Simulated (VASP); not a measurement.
Runs of VASP 6.6.1 on CuPt. It takes space group R-3m (No. 166, trigonal). The conventional cell has a = 2.725 Å, b = 2.725 Å, c = 12.733 Å, α = 90.00°, β = 90.00°, γ = 120.00°. Within 3.5 Å of Cu (site symmetry -3m) lie 6 Pt at 2.64 Å and 6 Cu at 2.72 Å. Within 3.5 Å of Pt (site symmetry -3m) lie 6 Cu at 2.64 Å and 6 Pt at 2.72 Å. 

```tsv
spin	fixed moment (μB)	pressure (GPa)	moment (μB)
collinear	-	-9.0	0.00
collinear, zero start	0.0	-9.0	0.00
collinear	1.8	-1.0	1.80
collinear	1.2	(a)	1.20
```

Alike in all rows: task single point; level LDA; potentials or basis VASP PAW LDA potentials, release 64 (Cu, Pt); cell as given; k mesh 14 × 14 × 14; cutoff (eV) 520; smearing fermi-dirac 0.1 eV.

Fill in the values left out.

(a) -4.9.

Caveats: the cell stands under tension (at least some runs); the total moment is fixed, so each spin has its own Fermi level (at least some runs).
